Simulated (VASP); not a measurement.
# TiC (P-6m2) in VASP: notebook

TiC is run at these levels: PBE; tasks: single point, relaxation of cell and atoms.

Everything below comes from runs of VASP 6.6.1. Logs are shortened: lines on timing, memory, paths and dates and some standing lists are left out, and cuts for length are marked.

**1. The cell of the first run**

It takes space group P-6m2 (No. 187, hexagonal). Conventional cell: a = 3.043 Å, b = 3.043 Å, c = 2.697 Å, α = 90.00°, β = 90.00°, γ = 120.00°. Ti (site symmetry -6m2) has 6 C at 2.21 Å and 2 Ti at 2.70 Å within 2.9 Å. Within 2.9 Å of C (site symmetry -6m2) lie 6 Ti at 2.21 Å and 2 C at 2.70 Å.

**2. Single point, PBE**

The input, INCAR:

```
SYSTEM = TiC
ALGO = Normal
EDIFF = 1E-6
ENCUT = 520
GGA = PE
ISIF = 2
ISMEAR = 0
LASPH = .True.
LCHARG = .False.
LREAL = .False.
LWAVE = .False.
NBANDS = 15
NELM = 100
PREC = Accurate
SIGMA = 0.01
```

The input, KPOINTS:

```
k-points
0
Gamma
  12 12 14
  0 0 0
```

The input, POSCAR:

```
TiC
1.0
    3.0428193647      0.0000000000      0.0000000000
   -1.5214096823      2.6351588689      0.0000000000
    0.0000000000      0.0000000000      2.6967849878
Ti C
1 1
Direct
    0.0000000000      0.0000000000      0.0000000000
    0.6666666667      0.3333333333      0.5000000000
```

Potentials or basis: VASP PAW PBE potentials, release 64 (Ti_sv, C).

Started as:

```bash
> cat potpaw_PBE.64/Ti_sv/POTCAR potpaw_PBE.64/C/POTCAR > POTCAR
> mpirun -np 1 vasp_std > vasp.out
```

OUTCAR:

```text
SYSTEM = TiC
   EDIFF = 1E-6
   ENCUT = 520
   GGA = PE
   ISIF = 2
   ISMEAR = 0
   LASPH = .True.
   LREAL = .False.
   NELM = 100
   PREC = Accurate

 ion  position               nearest neighbor table
   1  0.000  0.000  0.000-   2 2.21   2 2.21   2 2.21   2 2.21   2 2.21   2 2.21
   2  0.667  0.333  0.500-   1 2.21   1 2.21   1 2.21   1 2.21   1 2.21   1 2.21

  LATTYP: Found a hexagonal cell.
 ALAT       =     3.0428193647
 C/A-ratio  =     0.8862783703

  Lattice vectors:

 A1 = (   3.0428193647,   0.0000000000,   0.0000000000)
 A2 = (  -1.5214096823,   2.6351588689,   0.0000000000)
 A3 = (   0.0000000000,   0.0000000000,   2.6967849878)

Analysis of symmetry for initial positions (statically):
=====================================================================
 Subroutine PRICEL returns:
 Original cell was already a primitive cell.

 Routine SETGRP: Setting up the symmetry group for a
 hexagonal supercell.

 Subroutine GETGRP returns: Found 12 space group operations
 (whereof 12 operations were pure point group operations)
 out of a pool of 24 trial point group operations.

The static configuration has the point symmetry D_3h.

Analysis of symmetry for dynamics (positions and initial velocities):
=====================================================================
 Subroutine PRICEL returns:
 Original cell was already a primitive cell.

 Routine SETGRP: Setting up the symmetry group for a
 hexagonal supercell.

 Subroutine GETGRP returns: Found 12 space group operations
 (whereof 12 operations were pure point group operations)
 out of a pool of 24 trial point group operations.

The dynamic configuration has the point symmetry D_3h.

 Subroutine INISYM returns: Found 12 space group operations
 (whereof 12 operations are pure point group operations),
 and found     1 'primitive' translations

----------------------------------------------------------------------------------------

                                     Primitive cell

  volume of cell :      21.6237

  direct lattice vectors                    reciprocal lattice vectors
     3.042819365  0.000000000  0.000000000     0.328642578  0.189741881  0.000000000
    -1.521409682  2.635158869  0.000000000     0.000000000  0.379483762  0.000000000
     0.000000000  0.000000000  2.696784988     0.000000000  0.000000000  0.370811913

  length of vectors
     3.042819365  3.042819365  2.696784988     0.379483762  0.379483762  0.370811913

  position of ions in fractional coordinates (direct lattice)
     0.000000000  0.000000000  0.000000000
     0.666666667  0.333333333  0.500000000

  ion indices of the primitive-cell ions
   primitive index   ion index
                 1           1
                 2           2

----------------------------------------------------------------------------------------

 KPOINTS: k-points

Automatic generation of k-mesh.
 Grid dimensions read from file:
 generate k-points for:   12   12   14

 Generating k-lattice:

  Cartesian coordinates                     Fractional coordinates (reciprocal lattice)
     0.027386881  0.015811823  0.000000000     0.083333333  0.000000000  0.000000000
     0.000000000  0.031623647  0.000000000     0.000000000  0.083333333  0.000000000
     0.000000000  0.000000000  0.026486565     0.000000000  0.000000000  0.071428571

  Length of vectors
     0.031623647  0.031623647  0.026486565

  Shift w.r.t. Gamma in fractional coordinates (k-lattice)
     0.000000000  0.000000000  0.000000000

 Subroutine IBZKPT returns following result:
 ===========================================

 Found    152 irreducible k-points:

 Following reciprocal coordinates:
            Coordinates               Weight
  0.000000  0.000000  0.000000      1.000000
  0.083333 -0.000000  0.000000      6.000000
  0.166667  0.000000  0.000000      6.000000
  0.250000 -0.000000  0.000000      6.000000
  0.333333 -0.000000  0.000000      6.000000
  0.416667 -0.000000  0.000000      6.000000
[... 16 lines left out ...]
  0.250000 -0.000000  0.071429     12.000000
  0.333333 -0.000000  0.071429     12.000000
 [... further k-points ...]
   k-points           NKPTS =    152   k-points in BZ     NKDIM =    152   number of bands    NBANDS=     15
   number of dos      NEDOS =    301   number of ions     NIONS =      2
   total plane-waves  NPLWV =  11520
   dimension x,y,z NGX =    24 NGY =   24 NGZ =   20
   dimension x,y,z NGXF=    48 NGYF=   48 NGZF=   40
   ions per type =               1   1
   NGX,Y,Z   is equivalent  to a cutoff of  13.11, 13.11, 12.33 a.u.
   NGXF,Y,Z  is equivalent  to a cutoff of  26.23, 26.23, 24.66 a.u.
 SYSTEM =  TiC
   PREC   = accura    normal or accurate (medium, high low for compatibility)
   ISTART =      0    job   : 0-new  1-cont  2-samecut
   ICHARG =      2    charge: 1-file 2-atom 10-const
   ISPIN  =      1    spin polarized calculation?
   LNONCOLLINEAR =      F non collinear calculations
   LSORBIT =      F    spin-orbit coupling
   LASPH  =      T    aspherical Exc in radial PAW
   ENCUT  =  520.0 eV  38.22 Ry    6.18 a.u.   5.66  5.66  5.01*2*pi/ulx,y,z
   NELM   =    100;   NELMIN=  2; NELMDL= -5     # of ELM steps
   EDIFF  = 0.1E-05   stopping-criterion for ELM
   LREAL  =      F    real-space projection
   EDIFFG = 0.1E-04   stopping-criterion for IOM
   NSW    =      0    number of steps for IOM
   IBRION =     -1    ionic relax: 0-MD 1-quasi-New 2-CG
   NFREE  =      0    steps in history (QN), initial steepest desc. (CG)
   ISIF   =      2    stress and relaxation
   ISYM   =      2    0-nonsym 1-usesym 2-fastsym
   POTIM  = 0.5000    time-step for ionic-motion
   TEBEG  =    0.0;   TEEND  =   0.0 temperature during run
   PSTRESS=    0.0 pullay stress
   NELECT =      16.0000    total number of electrons
   NUPDOWN=      -1.0000    fix difference up-down
   EMIN   =  10.00;   EMAX   =-10.00  energy-range for DOS
   EFERMI =   0.00;   METHOD = LEGACY
   ISMEAR =     0;   SIGMA  =   0.01  broadening in eV -4-tet -1-fermi 0-gaus
   EFERMI_NEDOS =   21; number of points for ismear=-14 and -15
   IALGO  =     38    algorithm
   IMIX   =      4    mixing-type and parameters
     AMIX     =   0.40;   BMIX     =  1.00
     AMIX_MAG =   1.60;   BMIX_MAG =  1.00
  volume/ion in A,a.u.               =      10.81        72.96
  Fermi-wavevector in a.u.,A,eV,Ry     =   1.480716  2.798147 29.831038  2.192519
  Thomas-Fermi vector in A             =   2.594716
   LORBIT       =      0    0 simple, 1 ext, 2 COOP (PROOUT), +10 PAW based schemes
   GGA     = PE    functional components
   LHFCALC =     F    Hartree Fock is set to
   AEXX    =    0.0000 exact exchange contribution
   IVDW    =     0    specifies the selected vdW correction
   LEPSILON=     F    determine dielectric tensor
   LRPA    =     F    only Hartree local field effects (RPA)
 non-spin polarized calculation
 Gauss-broadening in eV      SIGMA  =   0.01
  energy-cutoff  :      520.00
  volume of cell :       21.62
 maximum number of plane-waves:       592
 NGX is ok and might be reduce to    24
   NGX = 11   NGY = 11   NGZ = 11

 number of electron      16.0000002 magnetization

 Free energy of the ion-electron system (eV)
  ---------------------------------------------------
  ext. energy  EPLUGINS =         0.00000000
  ---------------------------------------------------
  free energy    TOTEN  =       -17.35547841 eV

  energy without entropy =      -17.35547841  energy(sigma->0) =      -17.35547841

 E-fermi :   8.5851     XC(G=0): -12.2945

 val. band max:        8.5487330677   @ k =   0.4167  -0.0000   0.0714
 cond. band min:       8.6214208504   @ k =   0.2500   0.1667   0.0000
 fundamental gap:      0.0726877828
 Fermi energy:         8.5850789096

 k-point     1 :       0.0000    0.0000    0.0000
  band No.  band energies     occupation
      1     -47.9291      2.00000
      2     -24.0868      2.00000
      3     -24.0868      2.00000
      4     -23.6237      2.00000
      5      -3.3844      2.00000
      6       7.0220      2.00000
      7       7.0220      2.00000
      8       7.6641      2.00000
      9      10.9214      0.00000
     10      11.9560      0.00000
     11      11.9560      0.00000
     12      14.2928      0.00000
     13      14.2928      0.00000
     14      16.1331      0.00000
     15      24.3578      0.00000

 k-point     2 :       0.0833   -0.0000    0.0000
  band No.  band energies     occupation
      1     -47.9255      2.00000
      2     -24.1145      2.00000
      3     -24.0930      2.00000
      4     -23.6205      2.00000
      5      -3.2580      2.00000
      6       6.7246      2.00000
      7       7.1176      2.00000
      8       7.7654      2.00000
      9      10.4342      0.00000
     10      11.9353      0.00000
     11      12.4965      0.00000
     12      14.0449      0.00000
     13      14.1395      0.00000
     14      16.5242      0.00000
     15      23.6319      0.00000

 k-point     3 :       0.1667    0.0000    0.0000
  band No.  band energies     occupation
      1     -47.9158      2.00000
      2     -24.1894      2.00000
      3     -24.1098      2.00000
      4     -23.6119      2.00000
      5      -2.8973      2.00000
      6       6.0581      2.00000
      7       7.3905      2.00000
      8       7.9386      2.00000
      9       9.7368      0.00000
     10      11.8794      0.00000
     11      13.3353      0.00000
     12      13.4681      0.00000
     13      13.7385      0.00000
     14      17.4447      0.00000
     15      23.1545      0.00000

 k-point     4 :       0.2500   -0.0000    0.0000
  band No.  band energies     occupation
      1     -47.9026      2.00000
      2     -24.2903      2.00000
      3     -24.1327      2.00000
      4     -23.6001      2.00000
      5      -2.3581      2.00000
      6       5.2733      2.00000
      7       7.7981      2.00000
      8       8.0684      2.00000
      9       9.1379      0.00000
     10      11.8041      0.00000
     11      12.8527      0.00000
     12      13.2123      0.00000
     13      14.1147      0.00000
     14      18.4377      0.00000
     15      23.0994      0.00000
[... 307 lines left out ...]
 k-point    22 :       0.1667    0.0000    0.0714
  band No.  band energies     occupation
      1     -47.9111      2.00000
      2     -24.1850      2.00000
      3     -24.1058      2.00000
      4     -23.6502      2.00000
      5      -2.8061      2.00000
      6       6.1193      2.00000
      7       7.4219      2.00000
      8       7.8516      2.00000
      9       9.6100      0.00000
     10      11.6163      0.00000
     11      13.0340      0.00000
     12      13.7294      0.00000
     13      13.9375      0.00000
     14      17.5642      0.00000
     15      23.2432      0.00000

 k-point    23 :       0.2500   -0.0000    0.0714
  band No.  band energies     occupation
      1     -47.8978      2.00000
      2     -24.2853      2.00000
      3     -24.1286      2.00000
      4     -23.6376      2.00000
      5      -2.2792      2.00000
      6       5.3342      2.00000
      7       7.7922      2.00000
      8       7.9999      2.00000
      9       9.0191      0.00000
     10      11.5339      0.00000
     11      12.9007      0.00000
     12      13.4917      0.00000
     13      14.0333      0.00000
     14      18.5768      0.00000
     15      23.0628      0.00000

 k-point    24 :       0.3333   -0.0000    0.0714
  band No.  band energies     occupation
      1     -47.8846      2.00000
      2     -24.3840      2.00000
      3     -24.1512      2.00000
      4     -23.6251      2.00000
      5      -1.6781      2.00000
      6       4.5900      2.00000
      7       7.9623      2.00000
      8       8.1932      2.00000
      9       8.6733      0.00000
     10      11.4982      0.00000
     11      12.5140      0.00000
     12      13.0133      0.00000
     13      14.5858      0.00000
     14      19.2803      0.00000
     15      23.1202      0.00000

 [... further k-points ...]
[... 5 lines left out ...]
  --------------------------------------------------------------------------------------
  -------------------------------------------------------------------------------------
  Total        0.0149456      0.0149456      0.0180749      0.0000000      0.0000000      0.0000000
  in kB        1.1073763      1.1073763      1.3392371      0.0000000      0.0000000      0.0000000
  external PRESSURE =       1.1846633 kB  Pullay stress =       0.0000000 kB

 VOLUME and BASIS-vectors are now :
 -----------------------------------------------------------------------------
  energy-cutoff  :      520.00
  volume of cell :       21.62
      direct lattice vectors                 reciprocal lattice vectors
     3.042819365  0.000000000  0.000000000     0.328642578  0.189741881  0.000000000
    -1.521409682  2.635158869  0.000000000     0.000000000  0.379483762  0.000000000
     0.000000000  0.000000000  2.696784988     0.000000000  0.000000000  0.370811913

 POSITION                                       TOTAL-FORCE (eV/Angst)
 -----------------------------------------------------------------------------------
      0.00000      0.00000      0.00000         0.000000      0.000000      0.000000
      1.52141      0.87839      1.34839         0.000000     -0.000000      0.000000
 -----------------------------------------------------------------------------------
    total drift:                               -0.000000      0.000000      0.000000

  FREE ENERGIE OF THE ION-ELECTRON SYSTEM (eV)
  ---------------------------------------------------
  free  energy   TOTEN  =       -17.3554784103 eV

  energy  without entropy=      -17.3554784102  energy(sigma->0) =      -17.35547841
```

Run time: 25 s. Hardware: 1 thread of Intel Xeon Platinum 8259CL at 2.50GHz (Skylake/Cascade Lake), shared host; peak memory 0.17 GiB.

Results:

```
Free energy            : -17.3555 eV
Pressure               : 0.1 GPa
Band gap on the k mesh : zero (band 8 reaches 8.62 eV, above the bottom of band 9 at 8.55 eV)
```

Levels at points of the mesh, in eV from the Fermi level:
| k point | band 4 | band 5 | band 6 | band 7 | band 8 | band 9 | band 10 | band 11 | band 12 | band 13 |
| --- | --- | --- | --- | --- | --- | --- | --- | --- | --- | --- |
| (0.00, 0.00, 0.00) | -32.21 | -11.97 | -1.56 | -1.56 | -0.92 | 2.34 | 3.37 | 3.37 | 5.71 | 5.71 |
| (0.50, 0.00, 0.00) | -32.16 | -9.58 | -4.83 | -0.72 | -0.26 | 0.25 | 3.07 | 3.50 | 3.76 | 6.64 |
| (0.00, 0.00, 0.50) | -32.59 | -8.83 | -5.57 | -0.48 | -0.48 | 1.17 | 1.17 | 4.74 | 4.76 | 4.76 |
| (0.50, 0.00, 0.50) | -32.67 | -8.76 | -3.98 | -2.53 | -2.19 | 1.52 | 3.31 | 4.38 | 5.60 | 7.36 |

**3. Relaxation of cell and atoms, PBE**

The input, INCAR:

```
ALGO = Normal
EDIFF = 1E-6
EDIFFG = -0.01
ENCUT = 600
GGA = PE
IBRION = 2
ISIF = 3
ISMEAR = 0
LASPH = T
LCHARG = F
LREAL = F
LWAVE = F
NELM = 100
NSW = 100
PREC = Accurate
SIGMA = 0.01
```

The input, KPOINTS:

```
k-points
0
Gamma
  12 12 14
```

The input, POSCAR:

```
TiC
1.0
    3.0511254927      0.0000000000      0.0000000000
   -1.5255627463      2.6423521868      0.0000000000
    0.0000000000      0.0000000000      2.6841623633
Ti C
1 1
Direct
    0.0000000000      0.0000000000      0.0000000000
    0.6666666667      0.3333333333      0.5000000000
```

Potentials or basis: VASP PAW PBE potentials, release 64 (Ti_sv, C).

Started as:

```bash
> cat potpaw_PBE.64/Ti_sv/POTCAR potpaw_PBE.64/C/POTCAR > POTCAR
> mpirun -np 1 vasp_std > vasp.out
```

It took 85 s on 1 thread of Intel Xeon Platinum 8259CL at 2.50GHz (Skylake/Cascade Lake), shared host; peak memory 0.19 GiB.

The run converged. Its results:

| Item | Value |
| --- | --- |
| Free energy | -17.3560 eV |
| Relaxed volume | 10.82 Å³/atom |
| Relaxed cell | a = 3.043 Å, b = 3.043 Å, c = 2.698 Å, α = 90.00°, β = 90.00°, γ = 120.00° |
| Space group after relaxing (to 0.05 Å) | P-6m2 (No. 187) |
| Energy gained by relaxing | 0.4 meV/atom |
| Ionic steps | 6 |
| Pressure after relaxing | 0.0 GPa |
| Band gap on the k mesh | zero (band 8 reaches 8.61 eV, above the bottom of band 9 at 8.54 eV) |

Stress tensor (GPa, compression positive):
```
 0.08  0.00  0.00
 0.00  0.08  0.00
 0.00  0.00 -0.08
```

Step by step:
```csv
step,energy change (eV),largest force (eV/Å),pressure (GPa),volume (Å³)
1,0.0000,0.0000,0.17,21.64
2,-0.0007,0.0000,-0.31,21.68
3,-0.0007,0.0000,-0.42,21.68
4,-0.0008,0.0000,-0.40,21.68
5,-0.0008,0.0000,0.26,21.60
6,-0.0008,0.0000,0.03,21.64
```

Final structure:
```
Ti C
1.0
     3.04295    0.00000    0.00000
    -1.52148    2.63527    0.00000
     0.00000    0.00000    2.69810
Ti C
1 1
Direct
  0.00000 0.00000 0.00000
  0.66667 0.33333 0.50000
```

Levels at points of the mesh, in eV from the Fermi level:
| k point | band 5 | band 6 | band 7 | band 8 | band 9 | band 10 | band 11 | band 12 |
| --- | --- | --- | --- | --- | --- | --- | --- | --- |
| (0.00, 0.00, 0.00) | -11.96 | -1.56 | -1.56 | -0.92 | 2.33 | 3.37 | 3.37 | 5.71 |
| (0.50, 0.00, 0.00) | -9.57 | -4.83 | -0.72 | -0.26 | 0.25 | 3.07 | 3.50 | 3.76 |
| (0.00, 0.00, 0.50) | -8.83 | -5.56 | -0.47 | -0.47 | 1.17 | 1.17 | 4.76 | 4.76 |
| (0.50, 0.00, 0.50) | -8.75 | -3.97 | -2.53 | -2.18 | 1.52 | 3.31 | 4.38 | 5.59 |
